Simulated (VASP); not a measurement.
Here is a VASP 6.6.1 calculation.

Contents of INCAR:

```
SYSTEM = ZnO
PREC = Accurate
ENCUT = 520
EDIFF = 1E-6
ISMEAR = -1
SIGMA = 0.05
LREAL = .False.
LASPH = .True.
NELM = 60
ALGO = Normal
ISIF = 2
LWAVE = .False.
LCHARG = .False.
NBANDS = 26
```

File KPOINTS:

```
Automatic mesh
0
Gamma
  9 9 5
  0 0 0
```

POSCAR

```
ZnO
1.0
    3.2920669561      0.0000000000      0.0000000000
   -1.6460334781      2.8510136149      0.0000000000
    0.0000000000      0.0000000000      5.2742130269
Zn O
2 2
Direct
    0.6666666667      0.3333333333      0.0000000000
    0.3333333333      0.6666666667      0.5000000000
    0.3333333333      0.6666666667      0.8790100000
    0.6666666667      0.3333333333      0.3790100000
```

Potentials or basis: VASP PAW LDA potentials, release 64 (Zn, O).

The run is started by

```sh
$ cat potpaw_LDA.64/Zn/POTCAR potpaw_LDA.64/O/POTCAR > POTCAR
$ mpirun -np 1 vasp_std > vasp.out
```

(1) Predict the largest force.

(2) Predict the band gap on the k mesh.

## Answers

(1) 0.042 eV/Å.

(2) 0.68 eV, direct.
